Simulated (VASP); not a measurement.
A run of VASP 6.6.1 is set up as follows.

INCAR

```
SYSTEM = FeCo
PREC = Accurate ; ENCUT = 600
EDIFF = 1E-6 ; ISMEAR = 0
SIGMA = 0.05 ; LREAL = .False.
LASPH = .True. ; NELM = 120
ALGO = Normal ; ISIF = 2
LWAVE = .False. ; LCHARG = .False.
GGA = PE ; NBANDS = 16
GGA_COMPAT = .False.
```

KPOINTS

```
Automatic mesh
0
Gamma
  16 16 16
  0 0 0
```

The input POSCAR:

```
FeCo
1.0
    2.7787843556      0.0000000000      0.0000000000
    0.0000000000      2.7787843556      0.0000000000
    0.0000000000      0.0000000000      2.7787843556
Fe Co
1 1
Direct
    0.5000000000      0.5000000000      0.5000000000
    0.0000000000      0.0000000000      0.0000000000
```

Potentials or basis: VASP PAW PBE potentials, release 64 (Fe, Co).

The run is started by

```console
$ cat potpaw_PBE.64/Fe/POTCAR potpaw_PBE.64/Co/POTCAR > POTCAR
$ mpirun -np 1 vasp_std > vasp.out
```

**Question.** What does it give for the pressure?

**Answer.** -5.5 GPa.

Caveat: the run has no spin polarisation, though such a crystal can be magnetic. Spin polarisation is off, so any magnetic state and its effect on volume and gap are missing.
